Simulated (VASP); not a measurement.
AlN: single point with PBE

Crystal: AlN.

```xyz
8
Lattice="4.5210 -0.0417 -0.0038 0.0417 -4.3569 -0.0031 0.0038 -0.0031 -4.3569" Properties=species:S:1:pos:R:3 pbc="T T T"
Al    0.1842   -2.1761   -2.5727
Al    2.3295    0.2522   -2.0080
Al    2.4120   -2.2920    0.0113
Al   -0.0811   -0.1172   -0.2605
N     3.0339   -3.4972   -3.2073
N     1.3477   -1.0972   -3.3300
N     1.0496   -3.1503   -0.7219
N     3.4237   -1.1274   -1.0024
```

This cell differs from its parent crystal: atoms moved at random and the cell strained at random.

* Program: VASP 6.6.1
* Task: single point
* Functional: PBE
* Potentials or basis: VASP PAW PBE potentials, release 64 (Al, N)
* Cutoff: 520 eV
* k mesh: 6 × 6 × 6
* Occupations: gaussian, width 0.05 eV
* Spin: no spin polarisation
* Dipole correction: no
* Further INCAR settings: ALGO = Normal; EDIFF = 1e-07; NBANDS = 26

| Item | Value |
| --- | --- |
| Pressure | 22.0 GPa |
| Largest force | 15.789 eV/Å |
| Band gap on the k mesh | 1.62 eV, direct |

Forces on the atoms (eV/Å):
```
Al  -2.152 -1.108  3.375
Al  -7.138 -8.490  9.204
Al  -1.198  3.088  0.629
Al   5.306  3.089  6.279
N   10.844  6.582 -9.401
N   -1.442  1.499  0.455
N   -0.185 -0.725 -5.250
N   -4.035 -3.935 -5.293
```

Stress tensor (GPa, compression positive):
```
16.90 21.96 -2.05
21.96 23.23 -9.39
-2.05 -9.39 25.81
```

Levels at points of the mesh, in eV from the valence-band top:
```
           k point  band 12  band 13  band 14  band 15  band 16  band 17  band 18  band 19  band 20  band 21
(0.00, 0.00, 0.00)    -2.06    -1.81    -0.98    -0.40     0.00     1.62     1.96     3.01     3.52     6.42
(0.50, 0.00, 0.00)    -2.99    -2.09    -1.37    -0.80    -0.56     3.46     4.17     4.94     5.48     7.56
(0.00, 0.50, 0.00)    -2.90    -1.59    -1.55    -1.18    -0.83     3.56     4.00     4.35     5.24     6.78
(0.50, 0.50, 0.00)    -2.31    -1.87    -0.94    -0.75    -0.48     3.98     5.14     5.54     6.45     7.19
(0.00, 0.00, 0.50)    -2.50    -2.37    -1.67    -1.05    -0.75     3.43     4.28     5.18     5.80     7.17
(0.50, 0.00, 0.50)    -1.79    -1.47    -1.17    -0.77    -0.46     4.45     5.44     6.06     6.63     6.77
(0.00, 0.50, 0.50)    -2.71    -1.72    -0.79    -0.37    -0.16     4.90     5.24     5.54     6.22     7.26
(0.50, 0.50, 0.50)    -1.09    -0.83    -0.71    -0.37    -0.02     4.46     4.95     5.28     5.85     6.88
```

Run time: 2.6 min on 1 thread of Intel(R) Xeon(R) Platinum 8259CL CPU @ 2.50GHz (Skylake/Cascade Lake) (shared host), peak memory 0.31 GiB.

Caveat: the cell differs from its parent crystal (atoms moved at random and the cell strained at random); forces of over 1 eV/Å act on the atoms, so gaps and moduli don't describe the material at rest. A k mesh can miss the band edges.
